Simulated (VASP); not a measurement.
# Re (Pm) in VASP: further runs

Re is run at these levels: PBE; tasks: single point.

All numbers are computed with VASP 6.6.1; they aren't measurements. Logs are shortened: lines on timing, memory, paths and dates and some standing lists are left out, and cuts for length are marked.

## (1) The cell of the first run

The structure is monoclinic, space group Pm (No. 6). Conventional cell: a = 2.766 Å, b = 8.939 Å, c = 2.766 Å, α = 90.00°, β = 120.00°, γ = 90.00°. Re (site symmetry 1) has 12 Re at 2.73 to 2.77 Å within 3.6 Å. Re (site symmetry m) has 12 Re at 2.75 to 2.77 Å within 3.6 Å. Re (site symmetry m) has 12 Re at 2.73 to 2.77 Å within 3.6 Å.

## (2) Single point, PBE

Contents of INCAR:

```
SYSTEM = Re
ALGO = Normal
EDIFF = 1E-7
ENCUT = 520
GGA = PE
ISIF = 2
ISMEAR = -1
LASPH = .True.
LCHARG = .True.
LELF = .True.
LREAL = .False.
LVHAR = .True.
LWAVE = .False.
NBANDS = 22
NELM = 60
PREC = Accurate
SIGMA = 0.05
```

Contents of KPOINTS:

```
k-points
0
Gamma
  11 11 3
  0 0 0
```

Contents of POSCAR:

```
Re
1.0
    2.7663900000      0.0000000000      0.0000000000
   -1.3831900000      2.3957600000      0.0000000000
    0.0000000000      0.0000000000      8.9388500000
Re
4
Direct
    0.0000000000      0.0000000000      0.0000000000
    0.3333333333      0.6666666667      0.2500000000
    0.0000000000      0.0000000000      0.5000000000
    0.6576296184      0.3333333333      0.7500000000
```

Potentials or basis: VASP PAW PBE potentials, release 64 (Re).

The run is started by

```sh
$ cat potpaw_PBE.64/Re/POTCAR > POTCAR
$ mpirun -np 1 vasp_std > vasp.out
```

OUTCAR:

```text
SYSTEM = Re
   EDIFF = 1E-7
   ENCUT = 520
   GGA = PE
   ISIF = 2
   ISMEAR = -1
   LASPH = .True.
   LREAL = .False.
   NELM = 60
   PREC = Accurate

 ion  position               nearest neighbor table
   1  0.000  0.000  0.000-   4 2.73   2 2.75   2 2.75   2 2.75   4 2.75   4 2.76
   2  0.333  0.667  0.250-   1 2.75   3 2.75   1 2.75   3 2.75   1 2.75   3 2.75
   3  0.000  0.000  0.500-   4 2.73   2 2.75   2 2.75   2 2.75   4 2.75   4 2.76
   4  0.658  0.333  0.750-   1 2.73   3 2.73   1 2.75   3 2.75   1 2.76   3 2.76

  LATTYP: Found a hexagonal cell.
 ALAT       =     2.7663900000
 C/A-ratio  =     3.2312327618

  Lattice vectors:

 A1 = (   2.7663900000,   0.0000000000,   0.0000000000)
 A2 = (  -1.3831900000,   2.3957600000,   0.0000000000)
 A3 = (   0.0000000000,   0.0000000000,   8.9388500000)

Analysis of symmetry for initial positions (statically):
=====================================================================
 Subroutine PRICEL returns:
 Original cell was already a primitive cell.

 Routine SETGRP: Setting up the symmetry group for a
 hexagonal supercell.

 Subroutine GETGRP returns: Found  2 space group operations
 (whereof  1 operations were pure point group operations)
 out of a pool of 24 trial point group operations.

The static configuration has the point symmetry C_1 .
 The point group associated with its full space group is C_1h.

Analysis of symmetry for dynamics (positions and initial velocities):
=====================================================================
 Subroutine PRICEL returns:
 Original cell was already a primitive cell.

 Routine SETGRP: Setting up the symmetry group for a
 hexagonal supercell.

 Subroutine GETGRP returns: Found  2 space group operations
 (whereof  1 operations were pure point group operations)
 out of a pool of 24 trial point group operations.

The dynamic configuration has the point symmetry C_1 .
 The point group associated with its full space group is C_1h.

 Subroutine INISYM returns: Found  2 space group operations
 (whereof  1 operations are pure point group operations),
 and found     1 'primitive' translations

----------------------------------------------------------------------------------------

                                     Primitive cell

  volume of cell :      59.2432

  direct lattice vectors                    reciprocal lattice vectors
     2.766390000  0.000000000  0.000000000     0.361481931  0.208701286  0.000000000
    -1.383190000  2.395760000  0.000000000     0.000000000  0.417404081  0.000000000
     0.000000000  0.000000000  8.938850000     0.000000000  0.000000000  0.111871214

  length of vectors
     2.766390000  2.766384021  8.938850000     0.417403178  0.417404081  0.111871214

  position of ions in fractional coordinates (direct lattice)
     0.000000000  0.000000000  0.000000000
     0.333333333  0.666666667  0.250000000
     0.000000000  0.000000000  0.500000000
     0.657629618  0.333333333  0.750000000

  ion indices of the primitive-cell ions
   primitive index   ion index
                 1           1
                 2           2
                 3           3
                 4           4

----------------------------------------------------------------------------------------

 KPOINTS: k-points

Automatic generation of k-mesh.
 Grid dimensions read from file:
 generate k-points for:   11   11    3

 Generating k-lattice:

  Cartesian coordinates                     Fractional coordinates (reciprocal lattice)
     0.032861994  0.018972844  0.000000000     0.090909091  0.000000000  0.000000000
     0.000000000  0.037945826  0.000000000     0.000000000  0.090909091  0.000000000
     0.000000000  0.000000000  0.037290405     0.000000000  0.000000000  0.333333333

  Length of vectors
     0.037945743  0.037945826  0.037290405

  Shift w.r.t. Gamma in fractional coordinates (k-lattice)
     0.000000000  0.000000000  0.000000000

 Subroutine IBZKPT returns following result:
 ===========================================

 Found    122 irreducible k-points:

 Following reciprocal coordinates:
            Coordinates               Weight
  0.000000  0.000000  0.000000      1.000000
  0.090909 -0.000000  0.000000      2.000000
  0.000000  0.090909  0.000000      2.000000
 -0.090909  0.090909  0.000000      2.000000
  0.181818  0.000000  0.000000      2.000000
  0.000000  0.181818  0.000000      2.000000
[... 16 lines left out ...]
 -0.181818  0.272727  0.000000      2.000000
  0.090909  0.181818  0.000000      2.000000
 [... further k-points ...]
   k-points           NKPTS =    122   k-points in BZ     NKDIM =    122   number of bands    NBANDS=     22
   number of dos      NEDOS =    301   number of ions     NIONS =      4
   total plane-waves  NPLWV =  40320
   dimension x,y,z NGX =    24 NGY =   24 NGZ =   70
   dimension x,y,z NGXF=    48 NGYF=   48 NGZF=  140
   ions per type =               4
   NGX,Y,Z   is equivalent  to a cutoff of  14.42, 14.42, 13.02 a.u.
   NGXF,Y,Z  is equivalent  to a cutoff of  28.85, 28.85, 26.04 a.u.
 SYSTEM =  Re
   PREC   = accura    normal or accurate (medium, high low for compatibility)
   ISTART =      0    job   : 0-new  1-cont  2-samecut
   ICHARG =      2    charge: 1-file 2-atom 10-const
   ISPIN  =      1    spin polarized calculation?
   LNONCOLLINEAR =      F non collinear calculations
   LSORBIT =      F    spin-orbit coupling
   LASPH  =      T    aspherical Exc in radial PAW
   ENCUT  =  520.0 eV  38.22 Ry    6.18 a.u.   5.14  5.14 16.62*2*pi/ulx,y,z
   NELM   =     60;   NELMIN=  2; NELMDL= -5     # of ELM steps
   EDIFF  = 0.1E-06   stopping-criterion for ELM
   LREAL  =      F    real-space projection
   EDIFFG = 0.1E-05   stopping-criterion for IOM
   NSW    =      0    number of steps for IOM
   IBRION =     -1    ionic relax: 0-MD 1-quasi-New 2-CG
   NFREE  =      0    steps in history (QN), initial steepest desc. (CG)
   ISIF   =      2    stress and relaxation
   ISYM   =      2    0-nonsym 1-usesym 2-fastsym
   POTIM  = 0.5000    time-step for ionic-motion
   TEBEG  =    0.0;   TEEND  =   0.0 temperature during run
   PSTRESS=    0.0 pullay stress
   NELECT =      28.0000    total number of electrons
   NUPDOWN=      -1.0000    fix difference up-down
   EMIN   =  10.00;   EMAX   =-10.00  energy-range for DOS
   EFERMI =   0.00;   METHOD = LEGACY
   ISMEAR =    -1;   SIGMA  =   0.05  broadening in eV -4-tet -1-fermi 0-gaus
   EFERMI_NEDOS =   21; number of points for ismear=-14 and -15
   IALGO  =     38    algorithm
   IMIX   =      4    mixing-type and parameters
     AMIX     =   0.40;   BMIX     =  1.00
     AMIX_MAG =   1.60;   BMIX_MAG =  1.00
  volume/ion in A,a.u.               =      14.81        99.95
  Fermi-wavevector in a.u.,A,eV,Ry     =   1.275209  2.409796 22.125224  1.626158
  Thomas-Fermi vector in A             =   2.407934
   LORBIT       =      0    0 simple, 1 ext, 2 COOP (PROOUT), +10 PAW based schemes
   GGA     = PE    functional components
   LHFCALC =     F    Hartree Fock is set to
   AEXX    =    0.0000 exact exchange contribution
   IVDW    =     0    specifies the selected vdW correction
   LEPSILON=     F    determine dielectric tensor
   LRPA    =     F    only Hartree local field effects (RPA)
 non-spin polarized calculation
  energy-cutoff  :      520.00
  volume of cell :       59.24
 maximum number of plane-waves:      1607
 NGX is ok and might be reduce to    24
   NGX = 11   NGY = 11   NGZ = 33

 number of electron      27.9999999 magnetization

 Free energy of the ion-electron system (eV)
  ---------------------------------------------------
  ext. energy  EPLUGINS =         0.00000000
  ---------------------------------------------------
  free energy    TOTEN  =       -49.70564190 eV

  energy without entropy =      -49.68116646  energy(sigma->0) =      -49.69340418

 E-fermi :   7.8919     XC(G=0): -13.6937

 val. band max:        7.8897947839   @ k =   0.1818   0.0909   0.3333
 cond. band min:       7.8936571305   @ k =  -0.0909   0.3636   0.0000
 fundamental gap:      0.0038623467
 Fermi energy:         7.8918904977

 k-point     1 :       0.0000    0.0000    0.0000
  band No.  band energies     occupation
      1      -2.0167      2.00000
      2       0.2839      2.00000
      3       0.3611      2.00000
      4       1.2472      2.00000
      5       5.3672      2.00000
      6       5.4609      2.00000
[... 14 lines left out ...]
     21      10.3679      0.00000
     22      10.3984      0.00000

 k-point     2 :       0.0909   -0.0000    0.0000
  band No.  band energies     occupation
      1      -1.6829      2.00000
      2       0.5941      2.00000
      3       0.6682      2.00000
      4       1.5659      2.00000
      5       4.9606      2.00000
      6       5.2342      2.00000
[... 14 lines left out ...]
     21      10.3391      0.00000
     22      10.4415      0.00000

 k-point     3 :       0.0000    0.0909    0.0000
  band No.  band energies     occupation
      1      -1.6831      2.00000
      2       0.5939      2.00000
      3       0.6679      2.00000
      4       1.5646      2.00000
      5       4.9634      2.00000
      6       5.2386      2.00000
[... 14 lines left out ...]
     21      10.3241      0.00000
     22      10.4518      0.00000

 k-point     4 :      -0.0909    0.0909    0.0000
  band No.  band energies     occupation
      1      -1.6833      2.00000
      2       0.5937      2.00000
      3       0.6677      2.00000
      4       1.5632      2.00000
      5       4.9657      2.00000
      6       5.2431      2.00000
[... 14 lines left out ...]
     21      10.3140      0.00000
     22      10.4572      0.00000

 k-point     5 :       0.1818    0.0000    0.0000
  band No.  band energies     occupation
      1      -0.7611      2.00000
      2       1.3393      2.00000
      3       1.3986      2.00000
      4       2.3501      2.00000
      5       4.3076      2.00000
      6       4.7233      2.00000
[... 417 lines left out ...]
 k-point    22 :      -0.2727    0.1818    0.0000
  band No.  band energies     occupation
      1       0.0616      2.00000
      2       1.8556      2.00000
      3       1.9023      2.00000
      4       2.9113      2.00000
      5       4.0770      2.00000
      6       4.4252      2.00000
[... 14 lines left out ...]
     21      10.8173      0.00000
     22      11.0546      0.00000

 k-point    23 :      -0.1818    0.2727    0.0000
  band No.  band energies     occupation
      1       0.0609      2.00000
      2       1.8549      2.00000
      3       1.9012      2.00000
      4       2.9108      2.00000
      5       4.0786      2.00000
      6       4.4188      2.00000
[... 14 lines left out ...]
     21      10.8213      0.00000
     22      11.0438      0.00000

 k-point    24 :       0.0909    0.1818    0.0000
  band No.  band energies     occupation
      1       0.0640      2.00000
      2       1.8548      2.00000
      3       1.9014      2.00000
      4       2.9219      2.00000
      5       4.0689      2.00000
      6       4.4379      2.00000
[... 14 lines left out ...]
     21      10.8134      0.00000
     22      11.0738      0.00000

 [... further k-points ...]
[... 5 lines left out ...]
  --------------------------------------------------------------------------------------
  -------------------------------------------------------------------------------------
  Total        1.0104547      1.0175854      1.1559364      0.0919799      0.0000000      0.0000000
  in kB       27.3268193     27.5196614     31.2612370      2.4875126      0.0000000      0.0000000
  external PRESSURE =      28.7025726 kB  Pullay stress =       0.0000000 kB

 VOLUME and BASIS-vectors are now :
 -----------------------------------------------------------------------------
  energy-cutoff  :      520.00
  volume of cell :       59.24
      direct lattice vectors                 reciprocal lattice vectors
     2.766390000  0.000000000  0.000000000     0.361481931  0.208701286  0.000000000
    -1.383190000  2.395760000  0.000000000     0.000000000  0.417404081  0.000000000
     0.000000000  0.000000000  8.938850000     0.000000000  0.000000000  0.111871214

 POSITION                                       TOTAL-FORCE (eV/Angst)
 -----------------------------------------------------------------------------------
      0.00000      0.00000      0.00000        -0.056225     -0.000402      0.001257
      0.00000      1.59717      2.23471        -0.009415     -0.000211      0.000000
      0.00000      0.00000      4.46943        -0.056225     -0.000402     -0.001257
      1.35820      0.79859      6.70414         0.121865      0.001015      0.000000
 -----------------------------------------------------------------------------------
    total drift:                               -0.000014     -0.000003      0.000000

  FREE ENERGIE OF THE ION-ELECTRON SYSTEM (eV)
  ---------------------------------------------------
  free  energy   TOTEN  =       -49.7056419015 eV

  energy  without entropy=      -49.6811664565  energy(sigma->0) =      -49.69340418
```

Wall time 2.8 min (1 thread of Intel Xeon Platinum 8488C (Sapphire Rapids), shared host); peak memory 0.27 GiB.

What came out:

| Item | Value |
| --- | --- |
| Free energy | -49.7056 eV |
| Pressure | 2.9 GPa |
| Largest force | 0.122 eV/Å |
| Band gap on the k mesh | zero (band 14 reaches 8.99 eV, above the bottom of band 15 at 6.60 eV) |

Forces in eV/Å, atoms in the order of the input:
```
Re  -0.056  0.000  0.001
Re  -0.009  0.000  0.000
Re  -0.056  0.000 -0.001
Re   0.122  0.001  0.000
```

Caveat: spin-orbit coupling is left out, which moves the levels of the heavy elements.

## (3) Single point, PBE

Contents of INCAR:

```
SYSTEM = Re
PREC     = Accurate       ! precision mode
ENCUT    = 520            ! plane-wave cutoff, eV
EDIFF    = 1E-6           ! SCF threshold, eV
ISMEAR   = -1             ! smearing method
SIGMA    = 0.05           ! smearing width, eV
LREAL    = .False.        ! projectors in reciprocal space
LASPH    = .True.         ! aspherical terms in the spheres
NELM     = 80             ! most SCF steps
ALGO     = Normal         ! electronic algorithm
ISIF     = 2              ! what is computed and relaxed
LWAVE    = .False.        ! write WAVECAR
LCHARG   = .False.        ! write CHGCAR
GGA      = PE             ! functional
NBANDS   = 22             ! bands
```

Contents of KPOINTS:

```
regular mesh
0
Gamma
  11 11 3
  0 0 0
```

POSCAR: that of step 2 with these lines changed.

```diff
@@ -11,2 +11,2 @@
     0.0000000000      0.0000000000      0.5000000000
-    0.6576296184      0.3333333333      0.7500000000
+    0.6757037149      0.3333333333      0.7500000000
```

Potentials or basis: VASP PAW PBE potentials, release 64 (Re).

The run is started by

```sh
$ cat potpaw_PBE.64/Re/POTCAR > POTCAR
$ mpirun -np 1 vasp_std > vasp.out
```

It took 2.9 min on 1 thread of Intel Xeon Platinum 8488C (Sapphire Rapids), shared host; peak memory 0.27 GiB.

It converged, with:

* Free energy: -49.7056 eV
* Pressure: 2.9 GPa
* Largest force: 0.122 eV/Å
* Band gap on the k mesh: zero (band 14 reaches 8.99 eV, above the bottom of band 15 at 6.60 eV)

Forces on the atoms (eV/Å):
```
Re   0.056  0.000  0.001
Re   0.009  0.000  0.000
Re   0.056  0.000 -0.001
Re  -0.122  0.001  0.000
```

Stress tensor (GPa, compression positive):
```
 2.75 -0.25  0.00
-0.25  2.77  0.00
 0.00  0.00  3.14
```

Levels at points of the mesh, in eV from the Fermi level:
```
           k point  band 10  band 11  band 12  band 13  band 14  band 15  band 16  band 17  band 18  band 19
(0.00, 0.00, 0.00)    -1.88    -1.63    -1.21    -1.21    -1.11    -1.09     0.50     0.60     0.68     1.50
```

Caveat: spin-orbit coupling is left out, which moves the levels of the heavy elements.

## (4) Single point, PBE

Contents of INCAR:

```
ALGO = Normal ; EDIFF = 1E-6
ENCUT = 520 ; GGA = PE
ISIF = 2 ; ISMEAR = -1
LASPH = T ; LCHARG = F
LREAL = F ; LWAVE = F
NBANDS = 22 ; NELM = 60
PREC = Accurate ; SIGMA = 0.05
```

Contents of KPOINTS:

```
k-points
0
Gamma
  11 11 3
```

POSCAR: that of step 3 with these lines changed.

```diff
@@ -11,2 +11,2 @@
     0.0000000000      0.0000000000      0.5000000000
-    0.6757037149      0.3333333333      0.7500000000
+    0.6847407632      0.3333333333      0.7500000000
```

The run is started by

```sh
$ cat potpaw_PBE.64/Re/POTCAR > POTCAR
$ mpirun -np 1 vasp_std > vasp.out
```

Wall time 2 min (1 thread of Intel Xeon Platinum 8488C (Sapphire Rapids), shared host); peak memory 0.27 GiB.

It converged, with:

```yaml
Free_energy: -49.7011 eV
Pressure: 2.9 GPa
Largest_force: 0.242 eV/Å
Band_gap_on_the_k_mesh: zero (band 14 reaches 9.00 eV, above the bottom of band 15 at 6.62 eV)
```

Forces in eV/Å, atoms in the order of the input:
```
Re   0.112 -0.002  0.006
Re   0.018 -0.001  0.000
Re   0.112 -0.002 -0.006
Re  -0.241  0.004  0.000
```

Stress tensor (GPa, compression positive):
```
 2.79 -0.51  0.00
-0.51  2.87  0.00
 0.00  0.00  3.16
```

Levels at points of the mesh, in eV from the Fermi level:
```csv
k point,band 12,band 13,band 14,band 15,band 16,band 17
"(0.00, 0.00, 0.00)",-1.22,-1.21,-1.11,-1.07,0.50,0.55
```

Caveat: spin-orbit coupling is left out, which moves the levels of the heavy elements.
